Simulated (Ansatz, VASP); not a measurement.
**CuO: VASP beside Ansatz**

Contents of INCAR:

```
  ALGO = Normal
  EDIFF = 1E-6
  ENCUT = 700
  GGA = RP
  GGA_COMPAT = F
  ISIF = 2
  ISMEAR = -1
  LASPH = T
  LCHARG = F
  LREAL = F
  LWAVE = F
  NBANDS = 33
  NELM = 120
  PREC = Accurate
  SIGMA = 0.05
```

File KPOINTS:

```
k-points
0
Gamma
  10 10 5
```

POSCAR

```
CuO
1.0
    2.3755039530     -1.7359471401      0.0000000000
    2.3755039530      1.7359471401      0.0000000000
   -0.8718742338      0.0000000000      5.1260186872
Cu O
2 2
Direct
    0.0032000000      0.4968000000      0.0000000000
    0.4968000000      0.0032000000      0.5000000000
    0.5714000000      0.4056000000      0.2537000000
    0.4056000000      0.5714000000      0.7537000000
```

Contents of input.yaml:

```yaml
crystal:
  lattice:
    - [2.375503953, -1.7359471401, 0.0]
    - [2.375503953, 1.7359471401, 0.0]
    - [-0.8718742338, 0.0, 5.1260186872]
  atoms:
    - { symbol: Cu, position: [0.0032, 0.4968, 0.0] }
    - { symbol: Cu, position: [0.4968, 0.0032, 0.5] }
    - { symbol: O, position: [0.5714, 0.4056, 0.2537] }
    - { symbol: O, position: [0.4056, 0.5714, 0.7537] }
hamiltonian:
  xc: rpbe
  pseudopotentials: { kind: paw }
kpoints:
  mp_grid: { grid: [10, 10, 5] }
scf:
  occupations: { method: fermi_dirac, width: 0.05 }
output:
  forces: true
  stress: true
  eigenvalues: true
```

Alike in both runs: task single point; functional RPBE; k mesh 10 × 10 × 5; occupations fermi-dirac, width 0.05 eV; no spin polarisation.

|  | VASP | Ansatz |
| --- | --- | --- |
| version | VASP 6.6.1 | Ansatz 0.2.0 |
| potentials or method | VASP PAW PBE potentials, release 64 (Cu_sv_GW, O) | Ansatz PAW |
| plane-wave cutoff (eV) | 700 | 420 |
| valence electrons in the cell | 50 | 50 |

|  | VASP | Ansatz | Ansatz less VASP |
| --- | --- | --- | --- |
| gap on the k mesh at the Fermi level (eV) | none | none | - |
| pressure (GPa) | 1.4 | 4.3 | +2.91 |
| traceless stress, the component that is largest in VASP (GPa) | 1.58 | 1.58 | +0.001 |
| rms of the force components (eV/Å) | 0.398 | 0.395 | -0.0034 |

VASP's potentials were made for PBE, not for RPBE. Atom by atom the forces differ by 0.005 eV/Å (rms over components). A gap of «none» marks a metal or a gap that the smearing closes.
